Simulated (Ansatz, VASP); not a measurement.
**One calculation of SiC, two programs**

```
Si C
1.0
     0.00000    2.21477    2.21477
     2.21477    0.00000    2.21477
     2.21477    2.21477    0.00000
Si C
1 1
Direct
  0.00000 0.00000 0.00000
  0.75000 0.75000 0.75000
```

Change from the starting cell: mode 6 frozen in at +0.000 Å, equal normal strain along x, y and z +0.0167.

Alike in both runs: task single point; functional PBEsol; k mesh 10 × 10 × 10; occupations gaussian, width 0.05 eV; no spin polarisation.

```csv
,VASP,Ansatz
version,VASP 6.6.1,Ansatz 0.2.0
potentials or method,"VASP PAW PBE potentials, release 64 (Si, C), cutoff 520 eV","scalar-relativistic, plane waves, PAW"
valence electrons in the cell,8,8
```

VASP gave:

```
gap on the k mesh at the Fermi level (eV) : 1.28
least direct gap on the mesh (eV)         : 4.39
pressure (GPa)                            : -9.7
```

Problem. Estimate Ansatz's values.

Solution. gap on the k mesh at the Fermi level (eV): 1.29; least direct gap on the mesh (eV): 4.40; pressure (GPa): -10.0.

VASP's potentials were made for PBE, not for PBEsol. With one functional, cell and mesh, what is left measures potentials, basis and numerics.
